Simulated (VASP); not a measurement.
Wanted: the native input for a VASP 6.6.1 run.

```yaml
Task: single point
Functional: LDA
Potentials_or_basis: VASP PAW LDA potentials, release 64 (Sn_d, O)
Cutoff: 520 eV
k_mesh: 6 × 6 × 4
Occupations: gaussian, width 0.01 eV
Spin: no spin polarisation
Dipole_correction: no
Further_INCAR_settings: ALGO = Normal; EDIFF = 1e-06; NBANDS = 28
```

The structure of SnO lies in POSCAR:

```
SnO
1.0
    4.1254993210      0.0000000000      0.0000000000
   -2.0627496605      3.5727872153      0.0000000000
    0.0000000000      0.0000000000      5.1854029602
Sn O
2 2
Direct
    0.3333333333      0.6666666667      0.2500000000
    0.6666666667      0.3333333333      0.7500000000
    0.6666666667      0.3333333333      0.2500000000
    0.3333333333      0.6666666667      0.7500000000
```

These files were run (other wordings do the same):

INCAR

```
PREC = Accurate ; ENCUT = 520
EDIFF = 1E-6 ; ISMEAR = 0
SIGMA = 0.01 ; LREAL = F
LASPH = T ; NELM = 100
ALGO = Normal ; ISIF = 2
LWAVE = F ; LCHARG = F
GGA = CA ; NBANDS = 28
```

KPOINTS

```
regular mesh
0
Gamma
  6 6 4
```

Potentials or basis: VASP PAW LDA potentials, release 64 (Sn_d, O).

The run is started by

```console
$ cat potpaw_LDA.64/Sn_d/POTCAR potpaw_LDA.64/O/POTCAR > POTCAR
$ mpirun -np 1 vasp_std > vasp.out
```

It gave:

The pressure is -3.6 GPa and the band gap on the k mesh is 0.39 eV, direct.

Caveat: spin-orbit coupling is left out, which moves the levels of the heavy elements.

It took 28 s on 1 thread of Intel(R) Xeon(R) Platinum 8259CL CPU @ 2.50GHz (Skylake/Cascade Lake), on a shared host, peak memory 0.18 GiB.
